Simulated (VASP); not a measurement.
# K (Pm-3m) in VASP: further runs

The runs below take K through relaxation of cell and atoms, with PBEsol, PBEsol+D3(BJ), PBEsol+D4.

All numbers are computed with VASP 6.6.1; they aren't measurements. Logs are shortened: lines on timing, memory, paths and dates and some standing lists are left out, and cuts for length are marked.

### Step 1. The cell of the first run

Symmetry: Pm-3m, No. 221, cubic system. The conventional cell has a = 4.310 Å, b = 4.310 Å, c = 4.310 Å, α = 90.00°, β = 90.00°, γ = 90.00°. Within 5.7 Å of K (site symmetry m-3m) lie 6 K at 4.31 Å.

This isn't the form of K at room conditions, which is bcc.

### Step 2. Relaxation of cell and atoms, PBEsol

File INCAR:

```
SYSTEM = K
PREC = Accurate
ENCUT = 600
EDIFF = 1E-7
ISMEAR = -1
SIGMA = 0.05
LREAL = .False.
LASPH = .True.
NELM = 80
ALGO = Normal
ISIF = 3
LWAVE = .False.
LCHARG = .False.
GGA = PS
IBRION = 2
NSW = 60
EDIFFG = -0.01
```

File KPOINTS:

```
Automatic mesh
0
Gamma
  6 6 6
  0 0 0
```

File POSCAR:

```
K
1.0
    4.3104394900      0.0000000000      0.0000000000
    0.0000000000      4.3104394900      0.0000000000
    0.0000000000      0.0000000000      4.3104394900
K
1
Direct
    0.0000000000      0.0000000000      0.0000000000
```

Potentials or basis: VASP PAW PBE potentials, release 64 (K_sv).

Launch:

```bash
cat potpaw_PBE.64/K_sv/POTCAR > POTCAR
mpirun -np 1 vasp_std > vasp.out
```

OUTCAR:

```text
SYSTEM = K
   PREC = Accurate
   ENCUT = 600
   EDIFF = 1E-7
   ISMEAR = -1
   LREAL = .False.
   LASPH = .True.
   NELM = 80
   ISIF = 3
   GGA = PS
   IBRION = 2
   NSW = 60
   EDIFFG = -0.01

 ion  position               nearest neighbor table
   1  0.000  0.000  0.000-

  LATTYP: Found a simple cubic cell.
 ALAT       =     4.3104394900

  Lattice vectors:

 A1 = (   4.3104394900,   0.0000000000,   0.0000000000)
 A2 = (   0.0000000000,   4.3104394900,   0.0000000000)
 A3 = (   0.0000000000,   0.0000000000,   4.3104394900)

Analysis of symmetry for initial positions (statically):
=====================================================================
 Subroutine PRICEL returns:
 Original cell was already a primitive cell.

 Routine SETGRP: Setting up the symmetry group for a
 simple cubic supercell.

 Subroutine GETGRP returns: Found 48 space group operations
 (whereof 48 operations were pure point group operations)
 out of a pool of 48 trial point group operations.

The static configuration has the point symmetry O_h .

Analysis of symmetry for dynamics (positions and initial velocities):
=====================================================================
 Subroutine PRICEL returns:
 Original cell was already a primitive cell.

 Routine SETGRP: Setting up the symmetry group for a
 simple cubic supercell.

 Subroutine GETGRP returns: Found 48 space group operations
 (whereof 48 operations were pure point group operations)
 out of a pool of 48 trial point group operations.

The dynamic configuration has the point symmetry O_h .

 Subroutine INISYM returns: Found 48 space group operations
 (whereof 48 operations are pure point group operations),
 and found     1 'primitive' translations

----------------------------------------------------------------------------------------

                                     Primitive cell

  volume of cell :      80.0875

  direct lattice vectors                    reciprocal lattice vectors
     4.310439490  0.000000000  0.000000000     0.231994905  0.000000000  0.000000000
     0.000000000  4.310439490  0.000000000     0.000000000  0.231994905  0.000000000
     0.000000000  0.000000000  4.310439490     0.000000000  0.000000000  0.231994905

  length of vectors
     4.310439490  4.310439490  4.310439490     0.231994905  0.231994905  0.231994905

  position of ions in fractional coordinates (direct lattice)
     0.000000000  0.000000000  0.000000000

  ion indices of the primitive-cell ions
   primitive index   ion index
                 1           1

----------------------------------------------------------------------------------------

 KPOINTS: Automatic mesh

Automatic generation of k-mesh.
 Grid dimensions read from file:
 generate k-points for:    6    6    6

 Generating k-lattice:

  Cartesian coordinates                     Fractional coordinates (reciprocal lattice)
     0.038665818  0.000000000  0.000000000     0.166666667  0.000000000  0.000000000
     0.000000000  0.038665818  0.000000000     0.000000000  0.166666667  0.000000000
     0.000000000  0.000000000  0.038665818     0.000000000  0.000000000  0.166666667

  Length of vectors
     0.038665818  0.038665818  0.038665818

  Shift w.r.t. Gamma in fractional coordinates (k-lattice)
     0.000000000  0.000000000  0.000000000

 Subroutine IBZKPT returns following result:
 ===========================================

 Found     20 irreducible k-points:

 Following reciprocal coordinates:
            Coordinates               Weight
  0.000000  0.000000  0.000000      1.000000
  0.166667  0.000000  0.000000      6.000000
  0.333333  0.000000  0.000000      6.000000
  0.500000  0.000000  0.000000      3.000000
  0.166667  0.166667  0.000000     12.000000
  0.333333  0.166667  0.000000     24.000000
[... 12 lines left out ...]
  0.500000  0.500000  0.333333      6.000000
  0.500000  0.500000  0.500000      1.000000
   k-points           NKPTS =     20   k-points in BZ     NKDIM =     20   number of bands    NBANDS=      8
   number of dos      NEDOS =    301   number of ions     NIONS =      1
   total plane-waves  NPLWV =  46656
   dimension x,y,z NGX =    36 NGY =   36 NGZ =   36
   dimension x,y,z NGXF=    72 NGYF=   72 NGZF=   72
   ions per type =               1
   NGX,Y,Z   is equivalent  to a cutoff of  13.88, 13.88, 13.88 a.u.
   NGXF,Y,Z  is equivalent  to a cutoff of  27.77, 27.77, 27.77 a.u.
 SYSTEM =  K
   PREC   = accura    normal or accurate (medium, high low for compatibility)
   ISTART =      0    job   : 0-new  1-cont  2-samecut
   ICHARG =      2    charge: 1-file 2-atom 10-const
   ISPIN  =      1    spin polarized calculation?
   LNONCOLLINEAR =      F non collinear calculations
   LSORBIT =      F    spin-orbit coupling
   LASPH  =      T    aspherical Exc in radial PAW
   ENCUT  =  600.0 eV  44.10 Ry    6.64 a.u.   8.61  8.61  8.61*2*pi/ulx,y,z
   NELM   =     80;   NELMIN=  2; NELMDL= -5     # of ELM steps
   EDIFF  = 0.1E-06   stopping-criterion for ELM
   LREAL  =      F    real-space projection
   EDIFFG = -.1E-01   stopping-criterion for IOM
   NSW    =     60    number of steps for IOM
   IBRION =      2    ionic relax: 0-MD 1-quasi-New 2-CG
   NFREE  =      1    steps in history (QN), initial steepest desc. (CG)
   ISIF   =      3    stress and relaxation
   ISYM   =      2    0-nonsym 1-usesym 2-fastsym
   POTIM  = 0.5000    time-step for ionic-motion
   TEBEG  =    0.0;   TEEND  =   0.0 temperature during run
   PSTRESS=    0.0 pullay stress
   NELECT =       9.0000    total number of electrons
   NUPDOWN=      -1.0000    fix difference up-down
   EMIN   =  10.00;   EMAX   =-10.00  energy-range for DOS
   EFERMI =   0.00;   METHOD = LEGACY
   ISMEAR =    -1;   SIGMA  =   0.05  broadening in eV -4-tet -1-fermi 0-gaus
   EFERMI_NEDOS =   21; number of points for ismear=-14 and -15
   IALGO  =     38    algorithm
   IMIX   =      4    mixing-type and parameters
     AMIX     =   0.40;   BMIX     =  1.00
     AMIX_MAG =   1.60;   BMIX_MAG =  1.00
  volume/ion in A,a.u.               =      80.09       540.46
  Fermi-wavevector in a.u.,A,eV,Ry     =   0.790013  1.492908  8.491671  0.624120
  Thomas-Fermi vector in A             =   1.895269
   LORBIT       =      0    0 simple, 1 ext, 2 COOP (PROOUT), +10 PAW based schemes
   GGA     = PS    functional components
   LHFCALC =     F    Hartree Fock is set to
   AEXX    =    0.0000 exact exchange contribution
   IVDW    =     0    specifies the selected vdW correction
   LEPSILON=     F    determine dielectric tensor
   LRPA    =     F    only Hartree local field effects (RPA)
 conjugate gradient relaxation of ions
 non-spin polarized calculation
  energy-cutoff  :      600.00
  volume of cell :       80.09
 maximum number of plane-waves:      2721
 NGX is ok and might be reduce to    36
   NGX = 17   NGY = 17   NGZ = 17

--------------------------------------- Ionic step        1  -------------------------------------------

 number of electron       9.0000001 magnetization

 Free energy of the ion-electron system (eV)
  ---------------------------------------------------
  ext. energy  EPLUGINS =         0.00000000
  ---------------------------------------------------
  free energy    TOTEN  =        -1.02021495 eV

  energy without entropy =       -1.01023863  energy(sigma->0) =       -1.01522679

------------------------ aborting loop because EDIFF is reached ----------------------------------------

  FORCE on cell =-STRESS in cart. coord.  units (eV):
  Direction    XX          YY          ZZ          XY          YZ          ZX
  --------------------------------------------------------------------------------------
  -------------------------------------------------------------------------------------
  Total       -0.0707282     -0.0707282     -0.0707282      0.0000000      0.0000000     -0.0000000
  in kB       -1.4149421     -1.4149421     -1.4149421      0.0000000      0.0000000     -0.0000000
  external PRESSURE =      -1.4149421 kB  Pullay stress =       0.0000000 kB

 VOLUME and BASIS-vectors are now :
 -----------------------------------------------------------------------------
  energy-cutoff  :      600.00
  volume of cell :       80.09
      direct lattice vectors                 reciprocal lattice vectors
     4.310439490  0.000000000  0.000000000     0.231994905  0.000000000  0.000000000
     0.000000000  4.310439490  0.000000000     0.000000000  0.231994905  0.000000000
     0.000000000  0.000000000  4.310439490     0.000000000  0.000000000  0.231994905
[... 71 lines left out ...]
 POSITION                                       TOTAL-FORCE (eV/Angst)
 -----------------------------------------------------------------------------------
      0.00000      0.00000      0.00000         0.000000      0.000000      0.000000
 -----------------------------------------------------------------------------------
    total drift:                                0.000000      0.000000     -0.000000

  FREE ENERGIE OF THE ION-ELECTRON SYSTEM (eV)
  ---------------------------------------------------
  free  energy   TOTEN  =        -1.0220497514 eV

  energy  without entropy=       -1.0122399934  energy(sigma->0) =       -1.01714487

--------------------------------------- Ionic step        4  -------------------------------------------

 number of electron       8.9999998 magnetization

 Free energy of the ion-electron system (eV)
  ---------------------------------------------------
  ext. energy  EPLUGINS =         0.00000000
  ---------------------------------------------------
  free energy    TOTEN  =        -1.02216456 eV

  energy without entropy =       -1.01240246  energy(sigma->0) =       -1.01728351

 E-fermi :  -0.1410     XC(G=0):  -5.6158

 val. band max:       -0.2441739674   @ k =   0.5000   0.0000   0.0000
 cond. band min:      -0.1401340980   @ k =   0.3333   0.3333   0.1667
 fundamental gap:      0.1040398694
 Fermi energy:        -0.1410454299

 k-point     1 :       0.0000    0.0000    0.0000
  band No.  band energies     occupation
      1     -32.3871      2.00000
      2     -15.8834      2.00000
      3     -15.8834      2.00000
      4     -15.8834      2.00000
      5      -2.3285      2.00000
      6       2.6891      0.00000
      7       2.6891      0.00000
      8       6.0757      0.00000

 k-point     2 :       0.1667    0.0000    0.0000
  band No.  band energies     occupation
      1     -32.3858      2.00000
      2     -15.9090      2.00000
      3     -15.8813      2.00000
      4     -15.8813      2.00000
      5      -2.0625      2.00000
      6       2.3925      0.00000
      7       2.8182      0.00000
      8       5.3228      0.00000
[... 218 lines left out ...]
 POSITION                                       TOTAL-FORCE (eV/Angst)
 -----------------------------------------------------------------------------------
      0.00000      0.00000      0.00000         0.000000      0.000000      0.000000
 -----------------------------------------------------------------------------------
    total drift:                                0.000000      0.000000     -0.000000

  FREE ENERGIE OF THE ION-ELECTRON SYSTEM (eV)
  ---------------------------------------------------
  free  energy   TOTEN  =        -1.0221645578 eV

  energy  without entropy=       -1.0124024619  energy(sigma->0) =       -1.01728351

 reached required accuracy - stopping structural energy minimisation
```

Wall time 54 s (1 thread of Intel Xeon 8259CL, shared host); peak memory 0.21 GiB.

Results:

- Free energy: -1.0222 eV
- Relaxed volume: 75.81 Å³/atom
- Relaxed cell: a = 4.232 Å, b = 4.232 Å, c = 4.232 Å, α = 90.00°, β = 90.00°, γ = 90.00°
- Space group after relaxing (to 0.1 Å): Pm-3m (No. 221)
- Energy gained by relaxing: 1.9 meV/atom
- Ionic steps: 4
- Pressure after relaxing: 0.0 GPa
- Band gap on the k mesh: zero (an odd number of electrons rules out a gap without spin polarisation)

Step by step:
```csv
step,energy change (eV),largest force (eV/Å),pressure (GPa),volume (Å³)
1,0.0000,0.0000,-0.14,80.09
2,-0.0007,0.0000,-0.12,79.27
3,-0.0018,0.0000,-0.04,76.85
4,-0.0019,0.0000,0.00,75.81
```

Final structure:
```xyz
1
Lattice="4.2324 0.0000 0.0000 0.0000 4.2324 0.0000 0.0000 0.0000 4.2324" Properties=species:S:1:pos:R:3 pbc="T T T"
K     0.0000    0.0000    0.0000
```

Levels at points of the mesh, in eV from the Fermi level:
```
           k point  band 1  band 2  band 3  band 4  band 5  band 6  band 7  band 8
(0.00, 0.00, 0.00)  -32.25  -15.74  -15.74  -15.74   -2.19    2.83    2.83    6.22
(0.50, 0.00, 0.00)  -32.24  -15.84  -15.73  -15.73   -0.10    0.12    3.45    4.66
(0.50, 0.50, 0.00)  -32.24  -15.83  -15.83  -15.73    1.05    2.08    2.17    2.17
(0.50, 0.50, 0.50)  -32.23  -15.82  -15.82  -15.82    2.23    2.23    2.23    4.27
```

Caveat: the PAW data sets were made with another functional, which shifts forces and pressure a little.

### Step 3. Relaxation of cell and atoms, PBEsol+D3(BJ)

File INCAR:

```
SYSTEM = K
ALGO = Normal
EDIFF = 1E-6
EDIFFG = -0.01
ENCUT = 600
GGA = PS
IBRION = 2
ISIF = 3
ISMEAR = -1
IVDW = 12
LASPH = .TRUE.
LCHARG = .FALSE.
LREAL = .FALSE.
LWAVE = .FALSE.
NELM = 60
NSW = 60
PREC = Accurate
SIGMA = 0.05
```

File KPOINTS:

```
k-points
0
G
  6 6 6
  0 0 0
```

POSCAR is that of step 2.

Potentials or basis: VASP PAW PBE potentials, release 64 (K_sv).

Launch:

```bash
cat potpaw_PBE.64/K_sv/POTCAR > POTCAR
mpirun -np 1 vasp_std > vasp.out
```

Run time: 62 s. Hardware: 1 thread of Intel Xeon 8259CL, shared host; peak memory 0.22 GiB.

The run converged. Its results:

- Free energy: -1.1499 eV
- Relaxed volume: 69.43 Å³/atom
- Relaxed cell: a = 4.110 Å, b = 4.110 Å, c = 4.110 Å, α = 90.00°, β = 90.00°, γ = 90.00°
- Space group after relaxing (to 0.1 Å): Pm-3m (No. 221)
- Energy gained by relaxing: 14.4 meV/atom
- Ionic steps: 5
- Pressure after relaxing: 0.0 GPa
- Band gap on the k mesh: zero (an odd number of electrons rules out a gap without spin polarisation)
- Dispersion energy per atom: -0.133 eV

The path:
```
step  energy change (eV)  largest force (eV/Å)  pressure (GPa)  volume (Å³)
   1              0.0000                0.0000           -0.38        80.09
   2             -0.0047                0.0000           -0.32        77.93
   3             -0.0135                0.0000           -0.12        71.70
   4              0.0007                0.0000            0.60        60.26
   5             -0.0144                0.0000            0.00        69.43
```

Final structure:
```xyz
1
Lattice="4.1101 0.0000 0.0000 0.0000 4.1101 0.0000 0.0000 0.0000 4.1101" Properties=species:S:1:pos:R:3 pbc="T T T"
K     0.0000    0.0000    0.0000
```

Levels at points of the mesh, in eV from the Fermi level:
```
           k point  band 1  band 2  band 3  band 4  band 5  band 6  band 7  band 8
(0.00, 0.00, 0.00)  -32.22  -15.70  -15.70  -15.70   -2.31    2.83    2.83    6.41
(0.50, 0.00, 0.00)  -32.21  -15.84  -15.69  -15.69   -0.08    0.12    3.48    4.76
(0.50, 0.50, 0.00)  -32.20  -15.82  -15.82  -15.68    0.96    2.21    2.33    2.33
(0.50, 0.50, 0.50)  -32.19  -15.80  -15.80  -15.80    2.21    2.21    2.21    4.41
```

Caveat: the PAW data sets were made with another functional, which shifts forces and pressure a little.

### Step 4. Relaxation of cell and atoms, PBEsol+D4

File INCAR:

```
SYSTEM = K
PREC     = Accurate       ! precision mode
ENCUT    = 600            ! plane-wave cutoff, eV
EDIFF    = 1E-7           ! SCF threshold, eV
ISMEAR   = -1             ! smearing method
SIGMA    = 0.05           ! smearing width, eV
LREAL    = .FALSE.        ! projectors in reciprocal space
LASPH    = .TRUE.         ! aspherical terms in the spheres
NELM     = 60             ! most SCF steps
ALGO     = Normal         ! electronic algorithm
ISIF     = 3              ! what is computed and relaxed
LWAVE    = .FALSE.        ! write WAVECAR
LCHARG   = .FALSE.        ! write CHGCAR
GGA      = PS             ! functional
IVDW     = 13             ! dispersion correction
IBRION   = 2              ! ionic algorithm
NSW      = 60             ! ionic steps
EDIFFG   = -0.01          ! ionic threshold
```

File KPOINTS:

```
regular mesh
0
G
  6 6 6
  0 0 0
```

POSCAR is that of step 3.

Launch:

```bash
cat potpaw_PBE.64/K_sv/POTCAR > POTCAR
mpirun -np 1 vasp_std > vasp.out
```

Wall time 61 s (1 thread of Intel Xeon 8259CL, shared host); peak memory 0.21 GiB.

It converged, with:

| Item | Value |
| --- | --- |
| Free energy | -1.0609 eV |
| Relaxed volume | 73.64 Å³/atom |
| Relaxed cell | a = 4.191 Å, b = 4.191 Å, c = 4.191 Å, α = 90.00°, β = 90.00°, γ = 90.00° |
| Space group after relaxing (to 0.1 Å) | Pm-3m (No. 221) |
| Energy gained by relaxing | 4.5 meV/atom |
| Ionic steps | 4 |
| Pressure after relaxing | 0.0 GPa |
| Band gap on the k mesh | zero (an odd number of electrons rules out a gap without spin polarisation) |
| Dispersion energy per atom | -0.039 eV |

Step by step:
```
step  energy change (eV)  largest force (eV/Å)  pressure (GPa)  volume (Å³)
   1              0.0000                0.0000           -0.21        80.09
   2             -0.0015                0.0000           -0.18        78.85
   3             -0.0043                0.0000           -0.06        75.22
   4             -0.0045                0.0000            0.00        73.64
```

Final structure:
```
K
1.0
     4.19144    0.00000    0.00000
     0.00000    4.19144    0.00000
     0.00000    0.00000    4.19144
K
1
Direct
  0.00000 0.00000 0.00000
```

Levels at points of the mesh, in eV from the Fermi level:
| k point | band 1 | band 2 | band 3 | band 4 | band 5 | band 6 | band 7 | band 8 |
| --- | --- | --- | --- | --- | --- | --- | --- | --- |
| (0.00, 0.00, 0.00) | -32.24 | -15.73 | -15.73 | -15.73 | -2.23 | 2.83 | 2.83 | 6.28 |
| (0.50, 0.00, 0.00) | -32.23 | -15.84 | -15.72 | -15.72 | -0.10 | 0.12 | 3.46 | 4.69 |
| (0.50, 0.50, 0.00) | -32.22 | -15.83 | -15.83 | -15.71 | 1.02 | 2.12 | 2.22 | 2.22 |
| (0.50, 0.50, 0.50) | -32.22 | -15.81 | -15.81 | -15.81 | 2.22 | 2.22 | 2.22 | 4.32 |

Caveat: the PAW data sets were made with another functional, which shifts forces and pressure a little.

### Step 5. The runs side by side

| level | gap on the mesh (eV) | pressure (GPa) | relaxed volume (Å³/atom) |
| --- | --- | --- | --- |
| PBEsol | none | 0.0 | 75.81 |
| PBEsol+D3(BJ) | none | 0.0 | 69.43 |
| PBEsol+D4 | none | 0.0 | 73.64 |

Alike in all rows: task relaxation of cell and atoms; potentials or basis VASP PAW PBE potentials, release 64 (K_sv); no spin polarisation; cell relaxed; k mesh 6 × 6 × 6; cutoff (eV) 600; smearing fermi-dirac 0.05 eV.

Caveats: the PAW data sets were made with another functional, which shifts forces and pressure a little.

Absolute energies hang on the potentials; compare differences alone.
